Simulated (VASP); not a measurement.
# AlSi11HO24 (a cell with a defect) in VASP: a series of runs

AlSi11HO24 (a cell with a defect) is run at these levels: PBE, LDA; tasks: single point.

Program: VASP 6.6.1. These are calculated values, not measurements. Logs are shortened: lines on timing, memory, paths and dates and some standing lists are left out, and cuts for length are marked.

## Step 1: The cell of the first run

The cell holds a defect, 37 atoms: a = 7.454 Å, b = 7.454 Å, c = 10.042 Å, α = 70.32°, β = 70.32°, γ = 71.37°.

## Step 2: Single point, PBE, collinear spin

INCAR reads:

```
PREC = Accurate
ENCUT = 520
EDIFF = 1E-6
ISMEAR = 0
SIGMA = 0.01
LREAL = Auto
LASPH = True
NELM = 200
ALGO = Normal
ISIF = 2
LWAVE = False
LCHARG = False
ISPIN = 2
MAGMOM = 0 0 0 0 0 0 0 0 0 0 0 0.08 0.01 0.04 0.01 0.02 0.18 0.13 0.04 0 0.05 0.03 0.01 0.01 0.01 0.01 0 0.04 0.01 0.01 0 0.12 0.01 0 0.03 0 0
LORBIT = 11
NUPDOWN = 1.0
GGA = PE
NELECT = 191.0
NBANDS = 124
GGA_COMPAT = False
```

KPOINTS reads:

```
Automatic mesh
0
Gamma
  1 1 1
  0.25 0.25 0.25
```

POSCAR reads:

```
AlSi11HO24
1.0
   -2.5104095100      4.3481568300      5.5092742100
    5.0208190300      0.0000000000      5.5092742100
    5.0208190300      8.6963136500      0.0000000000
Si O Al H
11 24 1 1
Direct
    0.4016124103      0.9080860845      0.0428448707
    0.9208030106      0.4150122164      0.2766289740
   -0.0017917685     -0.0122845297      0.2622772186
    0.5092267707      0.4926880070      0.0027511330
    0.0973023696      0.5588363660      0.4509848008
    0.5935242597      0.0623851819      0.2011290869
    0.4077687591      0.9493596114      0.5342614639
    0.9126679288      0.4240952438      0.7814480839
    0.0042352282     -0.0014132455      0.7658510965
    0.1115097062      0.5638488997      0.9392930756
    0.5980659221      0.0638278087      0.7133984475
    0.0749953756      0.4663243485      0.3329265488
    0.5584645252      0.9514982407      0.1008245867
    0.0606996068      0.7960227949      0.3891404019
    0.5707144443      0.2949643992      0.1242049146
    0.1795084098      0.0117419334      0.1165903834
    0.7013717295      0.5155251549      0.3571120326
    0.3138230222      0.4666151249      0.4759529875
    0.8145937128      0.9659140321      0.2211039207
    0.4234690826      0.6737677660      0.0786175764
    0.9390121416      0.1796064799      0.3249428158
    0.4324564258      0.0367266347      0.3589532617
    0.9676941586      0.4961621938      0.0995605200
    0.0798506398      0.4779499432      0.8220303080
    0.5610633729      1.0212338151      0.5793046177
    0.0704754344      0.8018343917      0.8885543653
    0.5487435505      0.3145872464      0.6772006555
    0.1836262188      0.0321899999      0.6197860124
    0.6960650543      0.5310834874      0.8637149399
    0.3450501739      0.4692765651      0.9366450704
    0.8232645138      0.9773051951      0.7191558697
    0.4549339952      0.7129526022      0.5770811250
    0.9334163028      0.1876076786      0.8332356597
    0.4415212635      0.0018833144      0.8662589641
    0.9349155897      0.5053080687      0.6059517410
    0.5045550024      0.5119418650      0.5105127605
    0.4816008079      0.3649538357      0.7660387873
```

Potentials or basis: VASP PAW PBE potentials, release 64 (Si, O, Al, H).

The run is started by

```
$ cat potpaw_PBE.64/Si/POTCAR potpaw_PBE.64/O/POTCAR potpaw_PBE.64/Al/POTCAR potpaw_PBE.64/H/POTCAR > POTCAR
$ mpirun -np 1 vasp_std > vasp.out
```

OUTCAR:

```text
PREC = Accurate
   ENCUT = 520
   EDIFF = 1E-6
   ISMEAR = 0
   LREAL = Auto
   LASPH = True
   NELM = 200
   ISIF = 2
   ISPIN = 2
   LORBIT = 11
   NUPDOWN = 1.0
   GGA = PE
   NELECT = 191.0

 ion  position               nearest neighbor table
   1  0.402  0.908  0.043-  16 1.62  13 1.62  20 1.63  34 1.63   4 3.07   3 3.09  11 3.11   6 3.12

   2  0.921  0.415  0.277-  17 1.62  23 1.63  12 1.63  21 1.63   3 3.09   5 3.11  36 3.24
   3  0.998  0.988  0.262-  14 1.62  19 1.62  16 1.63  21 1.63   1 3.09   2 3.09   5 3.12   6 3.12

   4  0.509  0.493  0.003-  15 1.61  20 1.62  29 1.63  30 1.65   1 3.07  10 3.08   8 3.09   6 3.15
[... 13 lines left out ...]
  12  0.075  0.466  0.333-   2 1.63   5 1.63
  13  0.558  0.951  0.101-   1 1.62   6 1.63
  14  0.061  0.796  0.389-   3 1.62   5 1.63
  15  0.571  0.295  0.124-   4 1.61   6 1.62
  16  0.180  0.012  0.117-   1 1.62   3 1.63
  17  0.701  0.516  0.357-   2 1.62  36 1.73
  18  0.314  0.467  0.476-   5 1.61  36 1.72
  19  0.815  0.966  0.221-   3 1.62   6 1.63
  20  0.423  0.674  0.079-   4 1.62   1 1.63
  21  0.939  0.180  0.325-   2 1.63   3 1.63
  22  0.432  0.037  0.359-   7 1.63   6 1.63
  23  0.968  0.496  0.100-  10 1.62   2 1.63
  24  0.080  0.478  0.822-  10 1.63   8 1.63
  25  0.561  0.021  0.579-  11 1.61   7 1.64
  26  0.070  0.802  0.889-   9 1.63  10 1.63
  27  0.549  0.315  0.677-  37 1.00  11 1.72  36 1.86
  28  0.184  0.032  0.620-   7 1.63   9 1.63
  29  0.696  0.531  0.864-   4 1.63   8 1.63
  30  0.345  0.469  0.937-  10 1.65   4 1.65
  31  0.823  0.977  0.719-  11 1.61   9 1.64
  32  0.455  0.713  0.577-   7 1.62  36 1.73
  33  0.933  0.188  0.833-   9 1.63   8 1.63
  34  0.442  0.002  0.866-  11 1.61   1 1.63
  35  0.935  0.505  0.606-   8 1.63   5 1.63
  36  0.505  0.512  0.511-  18 1.72  32 1.73  17 1.73  27 1.86   5 3.18   7 3.18   2 3.24
  37  0.482  0.365  0.766-  27 1.00

  LATTYP: Found a base centered monoclinic cell.
 ALAT       =    12.1085520629
 B/A-ratio  =     0.7181959996
 C/A-ratio  =     0.8293013073
 COS(beta)  =    -0.4146506542

  Lattice vectors:

 A1 = (   2.5104095100,  -4.3481568300,  -5.5092742100)
 A2 = (  -5.0208190300,   0.0000000000,  -5.5092742100)
 A3 = (   5.0208190300,   8.6963136500,   0.0000000000)

Analysis of symmetry for initial positions (statically):
=====================================================================
 Subroutine PRICEL returns:
 Original cell was already a primitive cell.

 Routine SETGRP: Setting up the symmetry group for a
 base centered monoclinic supercell.
[... 219 lines left out ...]

 Free energy of the ion-electron system (eV)
  ---------------------------------------------------
  ext. energy  EPLUGINS =         0.00000000
  ---------------------------------------------------
  free energy    TOTEN  =      -287.25460097 eV

  energy without entropy =     -287.25460097  energy(sigma->0) =     -287.25460097

 E-fermi :   0.6543     XC(G=0):  -8.9006

 val. band max:        0.5907045295   @ k =   0.2500   0.2500   0.2500
 cond. band min:       0.7510301185   @ k =   0.2500   0.2500   0.2500
 fundamental gap:      0.1603255890
 Fermi energy:         0.6542816674

 spin component 1

 k-point     1 :       0.2500    0.2500    0.2500
  band No.  band energies     occupation
      1     -18.9708      1.00000
      2     -18.4155      1.00000
      3     -18.1245      1.00000
      4     -18.0254      1.00000
      5     -17.9058      1.00000
      6     -17.8352      1.00000
[... 99 lines left out ...]
    106       9.7117      0.00000
    107       9.9458      0.00000
 Fermi energy:         0.6542816674

 spin component 2

 k-point     1 :       0.2500    0.2500    0.2500
  band No.  band energies     occupation
      1     -18.9654      1.00000
      2     -18.3881      1.00000
      3     -18.0952      1.00000
      4     -17.9753      1.00000
      5     -17.8640      1.00000
      6     -17.8040      1.00000
[... 99 lines left out ...]
    106       9.7351      0.00000
    107       9.9580      0.00000
 [bands above 107 left out]

------------------------ aborting loop because EDIFF is reached ----------------------------------------

  FORCE on cell =-STRESS in cart. coord.  units (eV):
  Direction    XX          YY          ZZ          XY          YZ          ZX
  --------------------------------------------------------------------------------------
  -------------------------------------------------------------------------------------
  Total       -5.4317214     -4.6069738     -4.7955218     -1.1524571      0.0914432     -0.1589210
  in kB      -18.0889734    -15.3423602    -15.9702718     -3.8379668      0.3045284     -0.5292463
  external PRESSURE =     -16.4672018 kB  Pullay stress =       0.0000000 kB

 VOLUME and BASIS-vectors are now :
 -----------------------------------------------------------------------------
  energy-cutoff  :      520.00
  volume of cell :      481.10
      direct lattice vectors                 reciprocal lattice vectors
    -2.510409510  4.348156830  5.509274210    -0.099585346  0.057495626  0.090756056
     5.020819030  0.000000000  5.509274210     0.099585346 -0.057495626  0.090756056
     5.020819030  8.696313650  0.000000000     0.049792673  0.086243439 -0.045378028

 POSITION                                       TOTAL-FORCE (eV/Angst)
 -----------------------------------------------------------------------------------
      3.76624      2.11887      7.21549         0.003568     -0.026730      0.007381
      1.16101      6.40945      7.35937        -0.021362     -0.016447      0.008296
      3.77008      6.62121     10.94100         0.011658      0.011471     -0.003568
      1.20914      2.23812      5.51982         0.001359      0.010790      0.000643
      4.82586      4.34499      3.61485         0.001560     -0.021985     -0.011197
     -0.16693      4.32982      3.61358        -0.012839     -0.002548      0.002913
[... 29 lines left out ...]
      3.86692      6.63346      5.60016        -0.020643      0.023372     -0.011976
      4.46949      8.75579      4.66390         0.046427      0.012261      0.011393
 -----------------------------------------------------------------------------------
    total drift:                               -0.000880      0.006617      0.006039

  FREE ENERGIE OF THE ION-ELECTRON SYSTEM (eV)
  ---------------------------------------------------
  free  energy   TOTEN  =      -287.2546009709 eV

  energy  without entropy=     -287.2546009709  energy(sigma->0) =     -287.25460097

 total charge

# of ion       s       p       d       tot
------------------------------------------
    1        0.637   0.976   0.000   1.613
    2        0.638   0.981   0.000   1.619
    3        0.637   0.977   0.000   1.614
    4        0.638   0.976   0.000   1.614
    5        0.641   0.982   0.000   1.623
    6        0.634   0.975   0.000   1.609
[... 29 lines left out ...]
   36        0.333   0.435   0.000   0.769
   37        0.559   0.116   0.000   0.675
--------------------------------------------------
tot         45.081  99.299   0.000 144.379

 magnetization (x)

# of ion       s       p       d       tot
------------------------------------------
    1       -0.000  -0.000   0.000  -0.001
    2       -0.002  -0.004   0.000  -0.006
    3       -0.001  -0.002   0.000  -0.002
    4       -0.000  -0.000   0.000  -0.000
    5       -0.001  -0.003   0.000  -0.004
    6       -0.000  -0.001   0.000  -0.001
[... 29 lines left out ...]
   36       -0.002  -0.003   0.000  -0.005
   37        0.000   0.000   0.000   0.000
--------------------------------------------------
tot          0.006   0.825   0.000   0.831
```

OSZICAR:

```text
N       E                     dE             d eps       ncg     rms          rms(c)
DAV:   1     0.123157111048E+04    0.12316E+04   -0.99088E+04   496   0.141E+03
DAV:   2    -0.220764930021E+03   -0.14523E+04   -0.14213E+04   600   0.330E+02
[... 12 lines left out ...]
DAV:  15    -0.287254549611E+03   -0.34142E-03   -0.62701E-04   576   0.910E-02    0.702E-02
DAV:  16    -0.287254578729E+03   -0.29118E-04   -0.37563E-04   624   0.513E-02    0.368E-02
DAV:  17    -0.287254590863E+03   -0.12134E-04   -0.66664E-05   600   0.276E-02    0.139E-02
DAV:  18    -0.287254598114E+03   -0.72514E-05   -0.17264E-05   576   0.142E-02    0.112E-02
DAV:  19    -0.287254600208E+03   -0.20941E-05   -0.73977E-06   472   0.816E-03    0.543E-03
DAV:  20    -0.287254600971E+03   -0.76250E-06   -0.18581E-06   424   0.467E-03
   1 F= -.28725460E+03 E0= -.28725460E+03  d E =-.787017E-20  mag=     1.0000
```

stdout:

```text
POSCAR found type information on POSCAR SiO AlH
 POSCAR found :  4 types and      37 ions
 scaLAPACK will be used
 LDA part: xc-table for (Slater+PW92), standard interpolation
 POSCAR, INCAR and KPOINTS ok, starting setup
 FFT: planning ... GRIDC
 FFT: planning ... GRID_SOFT
 FFT: planning ... GRID
 WAVECAR not read
 entering main loop
 the old and the new charge density differ
 old charge density:   192.00000 new  191.00000
    0.479E+01
```

It took 7.7 min on 1 thread of Oxide Virtual Turin-like, shared host; peak memory 0.73 GiB.

What came out:

| Quantity | Value |
| --- | --- |
| Free energy | -287.2546 eV |
| Largest force | 0.051 eV/Å |
| Net moment | 1.00 μB per cell |
| Site moments | Si -0.00, -0.01 (each value once); O +0.08, +0.01, +0.04, +0.02, +0.18, +0.13, +0.00, +0.05, +0.03, +0.12 (each value once); Al -0.01; H +0.00 μB |
| Valence electrons inside the program's atomic spheres | Si 1.61, 1.62, 1.60 (each value once); O 5.21, 5.23, 5.22, 5.24, 5.14, 5.17, 5.16 (each value once); Al 0.77; H 0.68 |

Forces on the atoms (eV/Å):
```
Si   0.004 -0.027  0.007
Si  -0.021 -0.016  0.008
Si   0.012  0.011 -0.004
Si   0.001  0.011  0.001
Si   0.002 -0.022 -0.011
Si  -0.013 -0.003  0.003
Si   0.032 -0.015  0.037
Si   0.014 -0.004  0.005
Si   0.004  0.005 -0.012
Si   0.000  0.002 -0.005
Si  -0.002 -0.033  0.029
O    0.014  0.002 -0.002
O    0.010 -0.006  0.003
O   -0.014 -0.006 -0.008
O   -0.012 -0.008 -0.009
O    0.000  0.013 -0.006
O    0.039  0.016 -0.025
O   -0.008  0.032  0.030
O    0.015  0.001  0.003
O    0.001 -0.010  0.004
O   -0.003 -0.011  0.005
O   -0.011  0.007  0.003
O   -0.005  0.015  0.003
O    0.000 -0.007 -0.003
O   -0.002 -0.022 -0.019
O   -0.011 -0.007 -0.006
O   -0.030 -0.017 -0.010
O   -0.007  0.013 -0.002
O   -0.002  0.008 -0.007
O    0.001  0.002  0.005
O   -0.001  0.022  0.011
O   -0.030  0.001 -0.025
O    0.001 -0.008  0.004
O    0.004  0.025 -0.010
O   -0.008  0.001  0.005
Al  -0.021  0.023 -0.012
H    0.046  0.012  0.011
```

Caveat: the k points lie up to 0.92 Å⁻¹ apart, too coarse for converged energies, forces and pressures; the cell carries a net charge on a neutralising background, which shifts energy and pressure; the cell is charged against a uniform background, so pressure and absolute levels hang on convention; the total moment is fixed, so each spin has its own Fermi level and the state may be an excited one.

[end of part 1 of 2]
